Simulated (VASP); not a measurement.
# SrO (I4/mmm) in VASP: a series of runs

The runs below take SrO through single point, with PBEsol.

Everything below comes from runs of VASP 6.6.1. Logs are shortened: lines on timing, memory, paths and dates and some standing lists are left out, and cuts for length are marked.

## Step 1: The cell of the first run

Symmetry: I4/mmm, No. 139, tetragonal system. Conventional cell: a = 3.604 Å, b = 3.604 Å, c = 5.138 Å, α = 90.00°, β = 90.00°, γ = 90.00°. Within 3.4 Å of Sr (site symmetry 4/mmm) lie 6 O at 2.55 to 2.57 Å. O (site symmetry 4/mmm) has 6 Sr at 2.55 to 2.57 Å within 3.4 Å.

## Step 2: Single point, PBEsol (in-plane strain -0.005)

Contents of INCAR:

```
SYSTEM = SrO
  ALGO = Normal
  EDIFF = 1E-6
  ENCUT = 520
  GGA = PS
  ISIF = 2
  ISMEAR = 0
  LASPH = .TRUE.
  LCHARG = .TRUE.
  LELF = .TRUE.
  LREAL = .FALSE.
  LVHAR = .TRUE.
  LWAVE = .FALSE.
  NBANDS = 15
  NELM = 100
  PREC = Accurate
  SIGMA = 0.01
```

Contents of KPOINTS:

```
k-points
0
G
  8 8 8
  0 0 0
```

Contents of POSCAR:

```
SrO
1.0
    2.5486366637      2.5486366637      0.0000000000
   -2.5486366637      2.5486366637      0.0000000000
    0.0000000000      2.5486366637      2.5691282148
Sr O
1 1
Direct
    0.5000000000      0.5000000000      0.0000000000
    0.0000000000      0.0000000000      0.0000000000
```

Potentials or basis: VASP PAW PBE potentials, release 64 (Sr_sv, O).

Run with:

```console
> cat potpaw_PBE.64/Sr_sv/POTCAR potpaw_PBE.64/O/POTCAR > POTCAR
> mpirun -np 1 vasp_std > vasp.out
```

OUTCAR:

```text
SYSTEM = SrO
   EDIFF = 1E-6
   ENCUT = 520
   GGA = PS
   ISIF = 2
   ISMEAR = 0
   LASPH = .TRUE.
   LREAL = .FALSE.
   NELM = 100
   PREC = Accurate

 ion  position               nearest neighbor table
   1  0.500  0.500  0.000-   2 2.55   2 2.55   2 2.55   2 2.55   2 2.57   2 2.57
   2  0.000  0.000  0.000-   1 2.55   1 2.55   1 2.55   1 2.55   1 2.57   1 2.57

  LATTYP: Found a body centered tetragonal cell.
 ALAT       =     3.6043165354
 C/A-ratio  =     1.4255841237

  Lattice vectors:

 A1 = (   2.5486366637,   0.0000000000,  -2.5691282148)
 A2 = (  -2.5486366637,   0.0000000000,  -2.5691282148)
 A3 = (   0.0000000000,   2.5486366637,   2.5691282148)

Analysis of symmetry for initial positions (statically):
=====================================================================
 Subroutine PRICEL returns:
 Original cell was already a primitive cell.

 Routine SETGRP: Setting up the symmetry group for a
 body centered tetragonal supercell.

 Subroutine GETGRP returns: Found 16 space group operations
 (whereof 16 operations were pure point group operations)
 out of a pool of 16 trial point group operations.

The static configuration has the point symmetry D_4h.

Analysis of symmetry for dynamics (positions and initial velocities):
=====================================================================
 Subroutine PRICEL returns:
 Original cell was already a primitive cell.

 Routine SETGRP: Setting up the symmetry group for a
 body centered tetragonal supercell.

 Subroutine GETGRP returns: Found 16 space group operations
 (whereof 16 operations were pure point group operations)
 out of a pool of 16 trial point group operations.

The dynamic configuration has the point symmetry D_4h.

 Subroutine INISYM returns: Found 16 space group operations
 (whereof 16 operations are pure point group operations),
 and found     1 'primitive' translations

----------------------------------------------------------------------------------------

                                     Primitive cell

  volume of cell :      33.3758

  direct lattice vectors                    reciprocal lattice vectors
     2.548636664  2.548636664  0.000000000     0.196183319  0.196183319 -0.194618547
    -2.548636664  2.548636664  0.000000000    -0.196183319  0.196183319 -0.194618547
     0.000000000  2.548636664  2.569128215     0.000000000  0.000000000  0.389237094

  length of vectors
     3.604316535  3.604316535  3.618835258     0.338898463  0.338898463  0.389237094

  position of ions in fractional coordinates (direct lattice)
     0.500000000  0.500000000  0.000000000
     0.000000000  0.000000000  0.000000000

  ion indices of the primitive-cell ions
   primitive index   ion index
                 1           1
                 2           2

----------------------------------------------------------------------------------------

 KPOINTS: k-points

Automatic generation of k-mesh.
 Grid dimensions read from file:
 generate k-points for:    8    8    8

 Generating k-lattice:

  Cartesian coordinates                     Fractional coordinates (reciprocal lattice)
     0.024522915  0.024522915 -0.024327318     0.125000000  0.000000000  0.000000000
    -0.024522915  0.024522915 -0.024327318     0.000000000  0.125000000  0.000000000
     0.000000000  0.000000000  0.048654637     0.000000000  0.000000000  0.125000000

  Length of vectors
     0.042362308  0.042362308  0.048654637

  Shift w.r.t. Gamma in fractional coordinates (k-lattice)
     0.000000000  0.000000000  0.000000000

 Subroutine IBZKPT returns following result:
 ===========================================

 Found     59 irreducible k-points:

 Following reciprocal coordinates:
            Coordinates               Weight
  0.000000  0.000000  0.000000      1.000000
  0.125000  0.000000 -0.000000      8.000000
  0.250000  0.000000 -0.000000      8.000000
  0.375000  0.000000 -0.000000      8.000000
  0.500000  0.000000 -0.000000      4.000000
  0.125000  0.125000 -0.000000      8.000000
[... 16 lines left out ...]
  0.250000  0.000000  0.125000      4.000000
  0.375000  0.000000  0.125000      8.000000
 [... further k-points ...]
   k-points           NKPTS =     59   k-points in BZ     NKDIM =     59   number of bands    NBANDS=     15
   number of dos      NEDOS =    301   number of ions     NIONS =      2
   total plane-waves  NPLWV =  21952
   dimension x,y,z NGX =    28 NGY =   28 NGZ =   28
   dimension x,y,z NGXF=    56 NGYF=   56 NGZF=   56
   ions per type =               1   1
   NGX,Y,Z   is equivalent  to a cutoff of  12.91, 12.91, 12.86 a.u.
   NGXF,Y,Z  is equivalent  to a cutoff of  25.83, 25.83, 25.73 a.u.
 SYSTEM =  SrO
   PREC   = accura    normal or accurate (medium, high low for compatibility)
   ISTART =      0    job   : 0-new  1-cont  2-samecut
   ICHARG =      2    charge: 1-file 2-atom 10-const
   ISPIN  =      1    spin polarized calculation?
   LNONCOLLINEAR =      F non collinear calculations
   LSORBIT =      F    spin-orbit coupling
   LASPH  =      T    aspherical Exc in radial PAW
   ENCUT  =  520.0 eV  38.22 Ry    6.18 a.u.   6.70  6.70  6.73*2*pi/ulx,y,z
   NELM   =    100;   NELMIN=  2; NELMDL= -5     # of ELM steps
   EDIFF  = 0.1E-05   stopping-criterion for ELM
   LREAL  =      F    real-space projection
   EDIFFG = 0.1E-04   stopping-criterion for IOM
   NSW    =      0    number of steps for IOM
   IBRION =     -1    ionic relax: 0-MD 1-quasi-New 2-CG
   NFREE  =      0    steps in history (QN), initial steepest desc. (CG)
   ISIF   =      2    stress and relaxation
   ISYM   =      2    0-nonsym 1-usesym 2-fastsym
   POTIM  = 0.5000    time-step for ionic-motion
   TEBEG  =    0.0;   TEEND  =   0.0 temperature during run
   PSTRESS=    0.0 pullay stress
   NELECT =      16.0000    total number of electrons
   NUPDOWN=      -1.0000    fix difference up-down
   EMIN   =  10.00;   EMAX   =-10.00  energy-range for DOS
   EFERMI =   0.00;   METHOD = LEGACY
   ISMEAR =     0;   SIGMA  =   0.01  broadening in eV -4-tet -1-fermi 0-gaus
   EFERMI_NEDOS =   21; number of points for ismear=-14 and -15
   IALGO  =     38    algorithm
   IMIX   =      4    mixing-type and parameters
     AMIX     =   0.40;   BMIX     =  1.00
     AMIX_MAG =   1.60;   BMIX_MAG =  1.00
  volume/ion in A,a.u.               =      16.69       112.62
  Fermi-wavevector in a.u.,A,eV,Ry     =   1.281261  2.421232 22.335730  1.641630
  Thomas-Fermi vector in A             =   2.413641
   LORBIT       =      0    0 simple, 1 ext, 2 COOP (PROOUT), +10 PAW based schemes
   GGA     = PS    functional components
   LHFCALC =     F    Hartree Fock is set to
   AEXX    =    0.0000 exact exchange contribution
   IVDW    =     0    specifies the selected vdW correction
   LEPSILON=     F    determine dielectric tensor
   LRPA    =     F    only Hartree local field effects (RPA)
 non-spin polarized calculation
 Gauss-broadening in eV      SIGMA  =   0.01
  energy-cutoff  :      520.00
  volume of cell :       33.38
 maximum number of plane-waves:       926
   NGX = 13   NGY = 13   NGZ = 13

 number of electron      15.9999996 magnetization

 Free energy of the ion-electron system (eV)
  ---------------------------------------------------
  ext. energy  EPLUGINS =         0.00000000
  ---------------------------------------------------
  free energy    TOTEN  =       -12.63694624 eV

  energy without entropy =      -12.63694624  energy(sigma->0) =      -12.63694624

 E-fermi :   1.7414     XC(G=0): -10.3647

 val. band max:        1.5856646231   @ k =   0.0000   0.0000   0.0000
 cond. band min:       4.7073839383   @ k =   0.5000   0.5000  -0.0000
 fundamental gap:      3.1217193152
 Fermi energy:         1.7414338717

 k-point     1 :       0.0000    0.0000    0.0000
  band No.  band energies     occupation
      1     -30.5995      2.00000
      2     -13.4459      2.00000
      3     -12.2353      2.00000
      4     -12.2310      2.00000
      5     -12.2310      2.00000
      6       1.5548      2.00000
      7       1.5857      2.00000
      8       1.5857      2.00000
      9       5.5255      0.00000
     10       7.7330      0.00000
     11       7.7967      0.00000
     12       7.7967      0.00000
     13       9.9594      0.00000
     14      10.0671      0.00000
     15      14.1465      0.00000

 k-point     2 :       0.1250    0.0000   -0.0000
  band No.  band energies     occupation
      1     -30.5774      2.00000
      2     -13.8129      2.00000
      3     -12.2482      2.00000
      4     -12.2429      2.00000
      5     -11.9190      2.00000
      6       1.1004      2.00000
      7       1.3600      2.00000
      8       1.3764      2.00000
      9       6.2426      0.00000
     10       7.6111      0.00000
     11       8.0740      0.00000
     12       8.1099      0.00000
     13      10.3827      0.00000
     14      10.4942      0.00000
     15      15.1858      0.00000

 k-point     3 :       0.2500    0.0000   -0.0000
  band No.  band energies     occupation
      1     -30.5233      2.00000
      2     -14.4029      2.00000
      3     -12.2820      2.00000
      4     -12.2714      2.00000
      5     -11.4585      2.00000
      6       0.2419      2.00000
      7       0.9174      2.00000
      8       0.9264      2.00000
      9       7.5457      0.00000
     10       7.8012      0.00000
     11       8.9398      0.00000
     12       8.9631      0.00000
     13      11.4397      0.00000
     14      11.5565      0.00000
     15      17.2895      0.00000

 k-point     4 :       0.3750    0.0000   -0.0000
  band No.  band energies     occupation
      1     -30.4684      2.00000
      2     -14.8485      2.00000
      3     -12.3152      2.00000
      4     -12.2992      2.00000
      5     -11.1428      2.00000
      6      -0.4352      2.00000
      7       0.5320      2.00000
      8       0.5341      2.00000
      9       7.8901      0.00000
     10       9.3225      0.00000
     11      10.0015      0.00000
     12      10.0148      0.00000
     13      12.7600      0.00000
     14      12.8677      0.00000
     15      17.2595      0.00000
[... 307 lines left out ...]
 k-point    22 :       0.0000    0.0000    0.1250
  band No.  band energies     occupation
      1     -30.5707      2.00000
      2     -13.8307      2.00000
      3     -12.2895      2.00000
      4     -12.2895      2.00000
      5     -11.8684      2.00000
      6       0.7733      2.00000
      7       1.5182      2.00000
      8       1.5182      2.00000
      9       6.3274      0.00000
     10       7.0345      0.00000
     11       8.4648      0.00000
     12       8.4648      0.00000
     13      10.2827      0.00000
     14      10.7715      0.00000
     15      15.4676      0.00000

 k-point    23 :       0.2500    0.0000    0.1250
  band No.  band energies     occupation
      1     -30.5443      2.00000
      2     -14.1619      2.00000
      3     -12.3601      2.00000
      4     -12.2305      2.00000
      5     -11.6067      2.00000
      6       0.5161      2.00000
      7       0.9820      2.00000
      8       1.3815      2.00000
      9       7.0137      0.00000
     10       7.3312      0.00000
     11       8.3625      0.00000
     12       9.0161      0.00000
     13      10.7999      0.00000
     14      11.3543      0.00000
     15      16.5901      0.00000

 k-point    24 :       0.3750    0.0000    0.1250
  band No.  band energies     occupation
      1     -30.4901      2.00000
      2     -14.5768      2.00000
      3     -12.4599      2.00000
      4     -12.2595      2.00000
      5     -11.3133      2.00000
      6      -0.0785      2.00000
      7       0.6058      2.00000
      8       1.0723      2.00000
      9       7.4474      0.00000
     10       8.2388      0.00000
     11       9.1747      0.00000
     12      10.0181      0.00000
     13      12.0116      0.00000
     14      12.4255      0.00000
     15      17.8719      0.00000

 [... further k-points ...]

------------------------ aborting loop because EDIFF is reached ----------------------------------------

  FORCE on cell =-STRESS in cart. coord.  units (eV):
  Direction    XX          YY          ZZ          XY          YZ          ZX
  --------------------------------------------------------------------------------------
  -------------------------------------------------------------------------------------
  Total        0.3558278      0.3558278      0.1116451      0.0000000      0.0000000      0.0000000
  in kB       17.0812167     17.0812167      5.3594280      0.0000000      0.0000000      0.0000000
  external PRESSURE =      13.1739538 kB  Pullay stress =       0.0000000 kB

 VOLUME and BASIS-vectors are now :
 -----------------------------------------------------------------------------
  energy-cutoff  :      520.00
  volume of cell :       33.38
      direct lattice vectors                 reciprocal lattice vectors
     2.548636664  2.548636664  0.000000000     0.196183319  0.196183319 -0.194618547
    -2.548636664  2.548636664  0.000000000    -0.196183319  0.196183319 -0.194618547
     0.000000000  2.548636664  2.569128215     0.000000000  0.000000000  0.389237094

 POSITION                                       TOTAL-FORCE (eV/Angst)
 -----------------------------------------------------------------------------------
      0.00000      2.54864      0.00000         0.000000      0.000000      0.000000
      0.00000      0.00000      0.00000        -0.000000     -0.000000      0.000000
 -----------------------------------------------------------------------------------
    total drift:                               -0.000000      0.000000     -0.000000

  FREE ENERGIE OF THE ION-ELECTRON SYSTEM (eV)
  ---------------------------------------------------
  free  energy   TOTEN  =       -12.6369462407 eV

  energy  without entropy=      -12.6369462407  energy(sigma->0) =      -12.63694624
```

Run time: 17 s. Hardware: 1 thread of AMD EPYC 9R45 (Zen 5), shared host; peak memory 0.14 GiB.

What came out:

```yaml
Free_energy: -12.6369 eV
Pressure: 1.3 GPa
Band_gap_on_the_k_mesh: 3.12 eV, indirect (least direct gap 3.19 eV)
```

Caveat: the cell differs from its parent crystal (in-plane strain -0.005); the PAW data sets were made with another functional, which shifts forces and pressure a little. A k mesh can miss the band edges.

## Step 3: Single point, PBEsol (in-plane strain +0.005, then relaxed in part)

Contents of INCAR:

```
SYSTEM = SrO
PREC     = Accurate       ! precision mode
ENCUT    = 520            ! plane-wave cutoff, eV
EDIFF    = 1E-6           ! SCF threshold, eV
ISMEAR   = 0              ! smearing method
SIGMA    = 0.01           ! smearing width, eV
LREAL    = .False.        ! projectors in reciprocal space
LASPH    = .True.         ! aspherical terms in the spheres
NELM     = 80             ! most SCF steps
ALGO     = Normal         ! electronic algorithm
ISIF     = 2              ! what is computed and relaxed
LWAVE    = .False.        ! write WAVECAR
LCHARG   = .False.        ! write CHGCAR
GGA      = PS             ! functional
NBANDS   = 15             ! bands
```

Contents of KPOINTS:

```
regular mesh
0
Gamma
  8 8 8
  0 0 0
```

Contents of POSCAR:

```
SrO
1.0
    2.5742511026      2.5742511026      0.0000000000
   -2.5742511026      2.5742511026      0.0000000000
    0.0000000000      2.5742511026      2.5537595515
Sr O
1 1
Direct
    0.5000000000      0.5000000000      0.0000000000
    0.0000000000      0.0000000000      0.0000000000
```

Potentials or basis: VASP PAW PBE potentials, release 64 (Sr_sv, O).

Run with:

```console
> cat potpaw_PBE.64/Sr_sv/POTCAR potpaw_PBE.64/O/POTCAR > POTCAR
> mpirun -np 1 vasp_std > vasp.out
```

OUTCAR:

```text
SYSTEM = SrO
   PREC = Accurate
   ENCUT = 520
   EDIFF = 1E-6
   ISMEAR = 0
   LREAL = .False.
   LASPH = .True.
   NELM = 80
   ISIF = 2
   GGA = PS

 ion  position               nearest neighbor table
   1  0.500  0.500  0.000-   2 2.55   2 2.55   2 2.57   2 2.57   2 2.57   2 2.57
   2  0.000  0.000  0.000-   1 2.55   1 2.55   1 2.57   1 2.57   1 2.57   1 2.57

  LATTYP: Found a body centered tetragonal cell.
 ALAT       =     3.6405408223
 C/A-ratio  =     1.4029561410

  Lattice vectors:

 A1 = (   2.5742511026,   0.0000000000,  -2.5537595515)
 A2 = (  -2.5742511026,   0.0000000000,  -2.5537595515)
 A3 = (   0.0000000000,   2.5742511026,   2.5537595515)

Analysis of symmetry for initial positions (statically):
=====================================================================
 Subroutine PRICEL returns:
 Original cell was already a primitive cell.

 Routine SETGRP: Setting up the symmetry group for a
 body centered tetragonal supercell.

 Subroutine GETGRP returns: Found 16 space group operations
 (whereof 16 operations were pure point group operations)
 out of a pool of 16 trial point group operations.

The static configuration has the point symmetry D_4h.

Analysis of symmetry for dynamics (positions and initial velocities):
[... 170 lines left out ...]
      3     -12.3635      2.00000
      4     -12.3635      2.00000
      5     -12.3593      2.00000
      6       1.4983      2.00000
      7       1.4983      2.00000
      8       1.5286      2.00000
      9       5.3589      0.00000
     10       7.6590      0.00000
     11       7.6590      0.00000
     12       7.7212      0.00000
     13       9.8295      0.00000
     14       9.9407      0.00000
[... 401 lines left out ...]
      2     -14.5806      2.00000
      3     -12.5725      2.00000
      4     -12.4026      2.00000
      5     -11.4875      2.00000
      6      -0.1150      2.00000
      7       0.5702      2.00000
      8       1.0606      2.00000
      9       7.3356      0.00000
     10       8.1178      0.00000
     11       9.0168      0.00000
     12       9.9117      0.00000
     13      11.8293      0.00000
     14      12.1119      0.00000
     15      17.5631      0.00000

 [... further k-points ...]
[... 5 lines left out ...]
  --------------------------------------------------------------------------------------
  -------------------------------------------------------------------------------------
  Total       -0.0861477     -0.0861477      0.1485351      0.0000000     -0.0000000     -0.0000000
  in kB       -4.0779551     -4.0779551      7.0311748      0.0000000     -0.0000000     -0.0000000
  external PRESSURE =      -0.3749118 kB  Pullay stress =       0.0000000 kB

 VOLUME and BASIS-vectors are now :
 -----------------------------------------------------------------------------
  energy-cutoff  :      520.00
  volume of cell :       33.85
      direct lattice vectors                 reciprocal lattice vectors
     2.574251103  2.574251103  0.000000000     0.194231246  0.194231246 -0.195789772
    -2.574251103  2.574251103  0.000000000    -0.194231246  0.194231246 -0.195789772
     0.000000000  2.574251103  2.553759551     0.000000000  0.000000000  0.391579544

 POSITION                                       TOTAL-FORCE (eV/Angst)
 -----------------------------------------------------------------------------------
      0.00000      2.57425      0.00000        -0.000000     -0.000000      0.000000
      0.00000      0.00000      0.00000         0.000000      0.000000      0.000000
 -----------------------------------------------------------------------------------
    total drift:                               -0.000000      0.000000     -0.000000

  FREE ENERGIE OF THE ION-ELECTRON SYSTEM (eV)
  ---------------------------------------------------
  free  energy   TOTEN  =       -12.6391338424 eV

  energy  without entropy=      -12.6391338424  energy(sigma->0) =      -12.63913384
```

It took 16 s on 1 thread of AMD EPYC 9R45 (Zen 5), shared host; peak memory 0.15 GiB.

Results:

* Free energy: -12.6391 eV
* Pressure: 0.0 GPa
* Band gap on the k mesh: 3.11 eV, indirect (least direct gap 3.22 eV)

Stress tensor (GPa, compression positive):
```
-0.41  0.00  0.00
 0.00 -0.41  0.00
 0.00  0.00  0.70
```

Levels at points of the mesh, in eV from the valence-band top:
| k point | band 4 | band 5 | band 6 | band 7 | band 8 | band 9 | band 10 | band 11 | band 12 | band 13 |
| --- | --- | --- | --- | --- | --- | --- | --- | --- | --- | --- |
| (0.00, 0.00, 0.00) | -13.89 | -13.89 | -0.03 | -0.03 | 0.00 | 3.83 | 6.13 | 6.13 | 6.19 | 8.30 |
| (0.50, 0.00, 0.00) | -13.97 | -12.70 | -2.25 | -1.18 | -1.18 | 6.49 | 8.30 | 8.84 | 8.86 | 11.94 |
| (0.50, 0.50, 0.00) | -14.27 | -14.26 | -0.47 | -0.12 | -0.08 | 3.14 | 7.77 | 10.21 | 10.22 | 11.12 |
| (0.00, 0.00, 0.50) | -14.28 | -14.28 | -0.42 | -0.12 | -0.12 | 3.11 | 7.78 | 10.20 | 10.26 | 11.17 |

Caveat: the cell differs from its parent crystal (in-plane strain +0.005, then relaxed in part); the PAW data sets were made with another functional, which shifts forces and pressure a little. A k mesh can miss the band edges.

[end of part 1 of 2]
